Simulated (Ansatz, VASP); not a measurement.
One calculation of Yb, two programs

Contents of INCAR:

```
ALGO = Normal ; EDIFF = 1E-6
ENCUT = 520 ; GGA = PE
ISIF = 2 ; ISMEAR = 0
LASPH = T ; LCHARG = F
LREAL = F ; LWAVE = F
NBANDS = 18 ; NELM = 100
PREC = Accurate ; SIGMA = 0.15
```

Contents of KPOINTS:

```
k-points
0
Gamma
  16 16 16
```

File POSCAR:

```
Yb
1.0
    0.0000000000      2.7123349656      2.7123349656
    2.7123349656      0.0000000000      2.7123349656
    2.7123349656      2.7123349656      0.0000000000
Yb
1
Direct
    0.0000000000      0.0000000000      0.0000000000
```

Input for Ansatz:

```yaml
crystal:
  lattice:
    - [0.0, 2.7123349656, 2.7123349656]
    - [2.7123349656, 0.0, 2.7123349656]
    - [2.7123349656, 2.7123349656, 0.0]
  atoms:
    - { symbol: Yb, position: [0.0, 0.0, 0.0] }
basis:
  ecutwfc: 420
kpoints:
  mp_grid: { grid: [16, 16, 16] }
hamiltonian:
  xc: pbe
scf:
  occupations: { method: gaussian, width: 0.15 }
output:
  forces: true
  stress: true
  eigenvalues: true
```

Alike in both runs: task single point; functional PBE; k mesh 16 × 16 × 16; occupations gaussian, width 0.15 eV; no spin polarisation.

|  | VASP | Ansatz |
| --- | --- | --- |
| version | VASP 6.6.1 | Ansatz 0.2.0 |
| potentials or method | VASP PAW PBE potentials, release 64 (Yb), cutoff 520 eV | scalar-relativistic, plane waves, PAW |
| valence electrons in the cell | 24 | 24 |

|  | VASP | Ansatz | Ansatz less VASP |
| --- | --- | --- | --- |
| gap on the k mesh at the Fermi level (eV) | none | none | - |
| pressure (GPa) | -1.8 | -1.8 | +0.06 |

A gap of «none» marks a metal or a gap that the smearing closes.

Spin-orbit coupling is off throughout.
